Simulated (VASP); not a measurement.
**Ca4Sc: single point with PBEsol**

The system is Ca4Sc, a slab with vacuum.

```
CELL_PARAMETERS angstrom
3.85796 0.00000 0.00000
-1.92898 3.34109 0.00000
0.00000 0.00000 32.60000
ATOMIC_POSITIONS crystal
Sc 0.83333 0.16667 0.30925
Ca 0.16667 0.83333 0.40341
Ca 0.50000 0.50000 0.50000
Ca 0.83333 0.16667 0.59659
Ca 0.16667 0.83333 0.69075
```

```yaml
Program: VASP 6.6.1
Task: single point
Functional: PBEsol
Potentials_or_basis: VASP PAW PBE potentials, release 64 (Sc_sv, Ca_sv)
Cutoff: 520 eV
k_mesh: 11 × 11 × 1
Occupations: fermi-dirac, width 0.1 eV
Spin: no spin polarisation
```

```yaml
Largest_force: 0.498 eV/Å
Band_gap_on_the_k_mesh: zero (an odd number of electrons rules out a gap without spin polarisation)
```

Forces on the atoms (eV/Å):
```
Sc   0.000  0.000  0.464
Ca   0.000  0.000 -0.498
Ca   0.000  0.000  0.027
Ca   0.000  0.000 -0.003
Ca   0.000  0.000  0.011
```

Levels at points of the mesh, in eV from the Fermi level:
| k point | band 21 | band 22 | band 23 | band 24 | band 25 | band 26 | band 27 | band 28 | band 29 | band 30 |
| --- | --- | --- | --- | --- | --- | --- | --- | --- | --- | --- |
| (0.00, 0.00, 0.00) | -4.00 | -3.66 | -3.09 | -2.29 | -1.47 | -0.02 | 0.26 | 0.44 | 0.83 | 0.83 |

Wall time 16 min on 1 thread of Oxide Virtual Turin-like Processor, with other jobs on the host, peak memory 0.59 GiB.

Caveat: the PAW data sets were made with another functional, which shifts forces and pressure a little.
